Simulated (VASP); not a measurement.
Runs of VASP 6.6.1 on Pt. The structure is that of space group Fm-3m (No. 225), or close to it. The cells are those of the table. The cell was built from a structure type or drawn by symmetry, and may not be a known phase.

| task | cell | k mesh | cutoff (eV) | gap on the mesh (eV) | pressure (GPa) | relaxed volume (Å³/atom) |
| --- | --- | --- | --- | --- | --- | --- |
| single point | a = 4.292 Å, angles 60.0°, 3 atoms | 14 × 14 × 14 | 520 | none | -0.4 | - |
| single point | a = 4.292 Å, angles 60.0°, 3 atoms | 6 × 6 × 6 | 520 | none | -0.4 | - |
| relaxation of cell and atoms | relaxed from a = 4.064 Å, angles 60.0°, 3 atoms | 6 × 6 × 6 | 600 | none | 0.0 | (a) |
| relaxation of cell and atoms | relaxed from a = 4.292 Å, angles 60.0°, 3 atoms | 14 × 14 × 14 | 600 | none | 0.0 | 18.61 |

Alike in all rows: level PBE; potentials or basis VASP PAW PBE potentials, release 64 (Pt); no spin polarisation; smearing gaussian 0.1 eV.

Q: Fill in the values left out.

A: (a) 18.60.

Caveats: spin-orbit coupling is left out, which moves the levels of the heavy elements; the volume moved by over 15 % at a fixed basis, so the end points are rough (at least some runs).

A k mesh can miss the band edges, and the runs leave out spin-orbit coupling on Pt.

A gap of «none» marks levels without a gap at the run's occupations.
